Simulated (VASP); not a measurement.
# ZnS (F-43m) in VASP: further runs, part 2 of 3

VASP 6.6.1. Earlier steps stand in the parts before.

## 3. Single point, r2SCAN (18.39 Å³/atom)

This run uses another cell than the first one, of 18.39 Å³/atom.

The input, POSCAR:

```
ZnS
1.0
    0.0000000000      2.6395255499      2.6395255499
    2.6395255499      0.0000000000      2.6395255499
    2.6395255499      2.6395255499      0.0000000000
Zn S
1 1
Direct
    0.2500000000      0.2500000000      0.2500000000
    0.0000000000      0.0000000000      0.0000000000
```

The input, INCAR.step1:

```
SYSTEM = ZnS
PREC = Accurate ; ENCUT = 520
ISMEAR = 0 ; SIGMA = 0.02
LREAL = .False. ; LASPH = .True.
NELM = 80 ; NBANDS = 16
GGA = PE ; ALGO = Normal
EDIFF = 1E-4 ; LWAVE = .True.
LCHARG = .False.
```

The input, INCAR.step2:

```
SYSTEM = ZnS
PREC = Accurate ; ENCUT = 520
EDIFF = 1E-7 ; ISMEAR = 0
SIGMA = 0.02 ; LREAL = .False.
LASPH = .True. ; NELM = 80
ALGO = Normal ; ISIF = 2
LWAVE = .False. ; LCHARG = .False.
METAGGA = R2SCAN ; LMIXTAU = .True.
NBANDS = 16 ; ISTART = 1
```

The input, KPOINTS:

```
regular mesh
0
Gamma
  8 8 8
  0 0 0
```

Potentials or basis: VASP PAW PBE potentials, release 64 (Zn, S).

On the command line:

```sh
> cat potpaw_PBE.64/Zn/POTCAR potpaw_PBE.64/S/POTCAR > POTCAR
> cp INCAR.step1 INCAR
> mpirun -np 1 vasp_std > vasp.out
> cp INCAR.step2 INCAR
> mpirun -np 1 vasp_std > vasp.out
```

OUTCAR:

```text
SYSTEM = ZnS
   PREC = Accurate
   ENCUT = 520
   EDIFF = 1E-7
   ISMEAR = 0
   LREAL = .False.
   LASPH = .True.
   NELM = 80
   ISIF = 2
   METAGGA = R2SCAN
   ISTART = 1

 ion  position               nearest neighbor table
   1  0.250  0.250  0.250-   2 2.29   2 2.29   2 2.29   2 2.29
   2  0.000  0.000  0.000-   1 2.29   1 2.29   1 2.29   1 2.29

  LATTYP: Found a face centered cubic cell.
 ALAT       =     5.2790510998

  Lattice vectors:

 A1 = (   0.0000000000,   2.6395255499,   2.6395255499)
 A2 = (   2.6395255499,   0.0000000000,   2.6395255499)
 A3 = (   2.6395255499,   2.6395255499,   0.0000000000)

Analysis of symmetry for initial positions (statically):
=====================================================================
 Subroutine PRICEL returns:
 Original cell was already a primitive cell.

 Routine SETGRP: Setting up the symmetry group for a
 face centered cubic supercell.

 Subroutine GETGRP returns: Found 24 space group operations
 (whereof 24 operations were pure point group operations)
 out of a pool of 48 trial point group operations.

The static configuration has the point symmetry T_d .

Analysis of symmetry for dynamics (positions and initial velocities):
=====================================================================
 Subroutine PRICEL returns:
 Original cell was already a primitive cell.

 Routine SETGRP: Setting up the symmetry group for a
 face centered cubic supercell.

 Subroutine GETGRP returns: Found 24 space group operations
 (whereof 24 operations were pure point group operations)
 out of a pool of 48 trial point group operations.

The dynamic configuration has the point symmetry T_d .

 Subroutine INISYM returns: Found 24 space group operations
 (whereof 24 operations are pure point group operations),
 and found     1 'primitive' translations

----------------------------------------------------------------------------------------

                                     Primitive cell

  volume of cell :      36.7797

  direct lattice vectors                    reciprocal lattice vectors
     0.000000000  2.639525550  2.639525550    -0.189427983  0.189427983  0.189427983
     2.639525550  0.000000000  2.639525550     0.189427983 -0.189427983  0.189427983
     2.639525550  2.639525550  0.000000000     0.189427983  0.189427983 -0.189427983

  length of vectors
     3.732852831  3.732852831  3.732852831     0.328098890  0.328098890  0.328098890

  position of ions in fractional coordinates (direct lattice)
     0.250000000  0.250000000  0.250000000
     0.000000000  0.000000000  0.000000000

  ion indices of the primitive-cell ions
   primitive index   ion index
                 1           1
                 2           2

----------------------------------------------------------------------------------------

 KPOINTS: regular mesh

Automatic generation of k-mesh.
 Grid dimensions read from file:
 generate k-points for:    8    8    8

 Generating k-lattice:

  Cartesian coordinates                     Fractional coordinates (reciprocal lattice)
    -0.023678498  0.023678498  0.023678498     0.125000000  0.000000000  0.000000000
     0.023678498 -0.023678498  0.023678498     0.000000000  0.125000000  0.000000000
     0.023678498  0.023678498 -0.023678498     0.000000000  0.000000000  0.125000000

  Length of vectors
     0.041012361  0.041012361  0.041012361

  Shift w.r.t. Gamma in fractional coordinates (k-lattice)
     0.000000000  0.000000000  0.000000000

 Subroutine IBZKPT returns following result:
 ===========================================

 Found     29 irreducible k-points:

 Following reciprocal coordinates:
            Coordinates               Weight
  0.000000  0.000000  0.000000      1.000000
  0.125000  0.000000  0.000000      8.000000
  0.250000  0.000000  0.000000      8.000000
  0.375000  0.000000  0.000000      8.000000
  0.500000  0.000000  0.000000      4.000000
  0.125000  0.125000  0.000000      6.000000
[... 16 lines left out ...]
  0.500000  0.250000  0.125000     48.000000
 -0.375000  0.250000  0.125000     24.000000
 [... further k-points ...]
   k-points           NKPTS =     29   k-points in BZ     NKDIM =     29   number of bands    NBANDS=     16
   number of dos      NEDOS =    301   number of ions     NIONS =      2
   total plane-waves  NPLWV =  21952
   dimension x,y,z NGX =    28 NGY =   28 NGZ =   28
   dimension x,y,z NGXF=    56 NGYF=   56 NGZF=   56
   ions per type =               1   1
   NGX,Y,Z   is equivalent  to a cutoff of  12.47, 12.47, 12.47 a.u.
   NGXF,Y,Z  is equivalent  to a cutoff of  24.94, 24.94, 24.94 a.u.
 SYSTEM =  ZnS
   PREC   = accura    normal or accurate (medium, high low for compatibility)
   ISTART =      1    job   : 0-new  1-cont  2-samecut
   ICHARG =      0    charge: 1-file 2-atom 10-const
   ISPIN  =      1    spin polarized calculation?
   LNONCOLLINEAR =      F non collinear calculations
   LSORBIT =      F    spin-orbit coupling
   LASPH  =      T    aspherical Exc in radial PAW
   ENCUT  =  520.0 eV  38.22 Ry    6.18 a.u.   6.94  6.94  6.94*2*pi/ulx,y,z
   NELM   =     80;   NELMIN=  2; NELMDL=  0     # of ELM steps
   EDIFF  = 0.1E-06   stopping-criterion for ELM
   LREAL  =      F    real-space projection
   EDIFFG = 0.1E-05   stopping-criterion for IOM
   NSW    =      0    number of steps for IOM
   IBRION =     -1    ionic relax: 0-MD 1-quasi-New 2-CG
   NFREE  =      0    steps in history (QN), initial steepest desc. (CG)
   ISIF   =      2    stress and relaxation
   ISYM   =      2    0-nonsym 1-usesym 2-fastsym
   POTIM  = 0.5000    time-step for ionic-motion
   TEBEG  =    0.0;   TEEND  =   0.0 temperature during run
   PSTRESS=    0.0 pullay stress
   NELECT =      18.0000    total number of electrons
   NUPDOWN=      -1.0000    fix difference up-down
   EMIN   =  10.00;   EMAX   =-10.00  energy-range for DOS
   EFERMI =   0.00;   METHOD = LEGACY
   ISMEAR =     0;   SIGMA  =   0.02  broadening in eV -4-tet -1-fermi 0-gaus
   EFERMI_NEDOS =   21; number of points for ismear=-14 and -15
   IALGO  =     38    algorithm
   IMIX   =      4    mixing-type and parameters
     AMIX     =   0.40;   BMIX     =  1.00
     AMIX_MAG =   1.60;   BMIX_MAG =  1.00
  volume/ion in A,a.u.               =      18.39       124.10
  Fermi-wavevector in a.u.,A,eV,Ry     =   1.290119  2.437972 22.645635  1.664407
  Thomas-Fermi vector in A             =   2.421970
   LORBIT       =      0    0 simple, 1 ext, 2 COOP (PROOUT), +10 PAW based schemes
   METAGGA = R2SCAN    functional components
   LHFCALC =     F    Hartree Fock is set to
   AEXX    =    0.0000 exact exchange contribution
   IVDW    =     0    specifies the selected vdW correction
   LEPSILON=     F    determine dielectric tensor
   LRPA    =     F    only Hartree local field effects (RPA)
 non-spin polarized calculation
 Gauss-broadening in eV      SIGMA  =   0.02
  energy-cutoff  :      520.00
  volume of cell :       36.78
 maximum number of plane-waves:      1002
   NGX = 13   NGY = 13   NGZ = 13

 number of electron      18.0000007 magnetization

 Free energy of the ion-electron system (eV)
  ---------------------------------------------------
  ext. energy  EPLUGINS =         0.00000000
  ---------------------------------------------------
  free energy    TOTEN  =       -18.82792437 eV

  energy without entropy =      -18.82792437  energy(sigma->0) =      -18.82792437

 E-fermi :   2.6261     XC(G=0): -10.6448

 val. band max:        2.5200826392   @ k =   0.0000   0.0000   0.0000
 cond. band min:       5.5292356668   @ k =   0.0000   0.0000   0.0000
 fundamental gap:      3.0091530276
 Fermi energy:         2.6260630913

 k-point     1 :       0.0000    0.0000    0.0000
  band No.  band energies     occupation
      1     -11.6891      2.00000
      2      -4.2913      2.00000
      3      -4.2913      2.00000
      4      -4.2912      2.00000
      5      -3.6508      2.00000
      6      -3.6508      2.00000
[... 8 lines left out ...]
     15      14.8968      0.00000
     16      15.4988      0.00000

 k-point     2 :       0.1250    0.0000    0.0000
  band No.  band energies     occupation
      1     -11.5544      2.00000
      2      -4.2941      2.00000
      3      -4.2656      2.00000
      4      -4.2656      2.00000
      5      -3.6528      2.00000
      6      -3.6528      2.00000
[... 8 lines left out ...]
     15      14.2590      0.00000
     16      16.2580      0.00000
[... 387 lines left out ...]
      5      -3.6332      2.00000
      6      -3.5781      2.00000
[... 8 lines left out ...]
     15      17.3910      0.00000
     16      17.8801      0.00000

 k-point    24 :      -0.3750    0.2500    0.1250
  band No.  band energies     occupation
      1     -10.4273      2.00000
      2      -4.1405      2.00000
      3      -4.0651      2.00000
      4      -3.7393      2.00000
      5      -3.6397      2.00000
      6      -3.3515      2.00000
[... 8 lines left out ...]
     15      16.9364      0.00000
     16      17.8929      0.00000

 [... further k-points ...]
[... 5 lines left out ...]
  --------------------------------------------------------------------------------------
  -------------------------------------------------------------------------------------
  Total        1.2843790      1.2843790      1.2843790      0.0000000      0.0000000      0.0000000
  in kB       55.9494969     55.9494969     55.9494969      0.0000000      0.0000000      0.0000000
  external PRESSURE =      55.9494969 kB  Pullay stress =       0.0000000 kB

 VOLUME and BASIS-vectors are now :
 -----------------------------------------------------------------------------
  energy-cutoff  :      520.00
  volume of cell :       36.78
      direct lattice vectors                 reciprocal lattice vectors
     0.000000000  2.639525550  2.639525550    -0.189427983  0.189427983  0.189427983
     2.639525550  0.000000000  2.639525550     0.189427983 -0.189427983  0.189427983
     2.639525550  2.639525550  0.000000000     0.189427983  0.189427983 -0.189427983

 POSITION                                       TOTAL-FORCE (eV/Angst)
 -----------------------------------------------------------------------------------
      1.31976      1.31976      1.31976         0.000000      0.000000      0.000000
      0.00000      0.00000      0.00000        -0.000000     -0.000000     -0.000000
 -----------------------------------------------------------------------------------
    total drift:                               -0.000020     -0.000020     -0.000020

  FREE ENERGIE OF THE ION-ELECTRON SYSTEM (eV)
  ---------------------------------------------------
  free  energy   TOTEN  =       -18.8279243740 eV

  energy  without entropy=      -18.8279243740  energy(sigma->0) =      -18.82792437
```

Run time: 58 s. Hardware: 1 thread of Intel Xeon Platinum 8488C (Sapphire Rapids), shared host; peak memory 0.16 GiB.

What came out:

| Item | Value |
| --- | --- |
| Free energy | -18.8279 eV |
| Pressure | 5.6 GPa |
| Band gap on the k mesh | 3.01 eV |

Caveat: the cell stands under pressure; the PAW data sets were made with another functional, which shifts forces and pressure a little.

[end of part 2 of 3]
